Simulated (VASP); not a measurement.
Input of a VASP 6.6.1 run:

File INCAR:

```
SYSTEM = Al3Sn3P5
ALGO = Normal
EDIFF = 1E-6
ENCUT = 520
GGA = PE
ISIF = 2
ISMEAR = -1
LASPH = .True.
LCHARG = .False.
LREAL = .False.
LWAVE = .False.
NBANDS = 49
NELM = 60
PREC = Accurate
SIGMA = 0.05
```

File KPOINTS:

```
k-points
0
Gamma
  3 2 3
  0 0 0
```

POSCAR

```
Al3Sn3P5
1.0
    6.0302530000      1.0193340000     -0.4056010000
   -1.2804960000      6.7800260000     -0.6786840000
   -0.8965740000      0.5407000000      6.2586720000
Sn P Al
3 5 3
Direct
    0.9028751791      0.6230096200      0.1565363605
    0.0201546437      0.5702938260      0.6787400009
    0.4885002426      0.7511532278      0.4810092084
    0.8210591233      0.1868458621      0.0878208186
    0.8149810539      0.9218279477      0.8408630472
    0.3416100987      0.5345216512      0.0206223764
    0.5483239675      0.9317446520      0.0624186628
    0.1000903446      0.9339496685      0.4831985828
    0.5962697551      0.3773958987      0.7400332158
    0.1839069821      0.1556414674      0.8384208710
    0.2359012515      0.3092723366      0.3555693556
```

Potentials or basis: VASP PAW PBE potentials, release 64 (Sn_d, P, Al).

Command:

```bash
$ cat potpaw_PBE.64/Sn_d/POTCAR potpaw_PBE.64/P/POTCAR potpaw_PBE.64/Al/POTCAR > POTCAR
$ mpirun -np 1 vasp_std > vasp.out
```

Problem. What does it give for the pressure?

Solution. -5.1 GPa.

Problem. Predict the largest force.

Solution. 1.010 eV/Å.

Stress tensor (GPa, compression positive):
```
-5.18 -1.19  0.92
-1.19 -4.59  0.04
 0.92  0.04 -5.53
```

Caveat: the k points lie up to 0.45 Å⁻¹ apart.
